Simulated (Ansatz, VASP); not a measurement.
# One calculation of Al, two programs

```
CELL_PARAMETERS angstrom
-1.61302 1.61302 1.54850
1.61302 -1.61302 1.54850
1.61302 1.61302 -1.54850
ATOMIC_POSITIONS crystal
Al 0.00000 0.00000 0.00000
```

Alike in both runs: task single point; functional PBEsol; k mesh 24 × 24 × 24; occupations gaussian, width 0.15 eV; no spin polarisation.

|  | VASP | Ansatz |
| --- | --- | --- |
| version | VASP 6.6.1 | Ansatz 0.2.0 |
| potentials or method | VASP PAW PBE potentials, release 64 (Al), cutoff 520 eV | scalar-relativistic, plane waves, PAW |
| valence electrons in the cell | 3 | 3 |

|  | VASP | Ansatz | Ansatz less VASP |
| --- | --- | --- | --- |
| gap on the k mesh at the Fermi level (eV) | none | none | - |
| pressure (GPa) | 2.3 | 2.2 | -0.07 |
| traceless stress, the component that is largest in VASP (GPa) | -0.83 | -0.83 | +0.001 |

VASP's potentials were made for PBE, not for PBEsol. A gap of «none» marks a metal or a gap that the smearing closes.
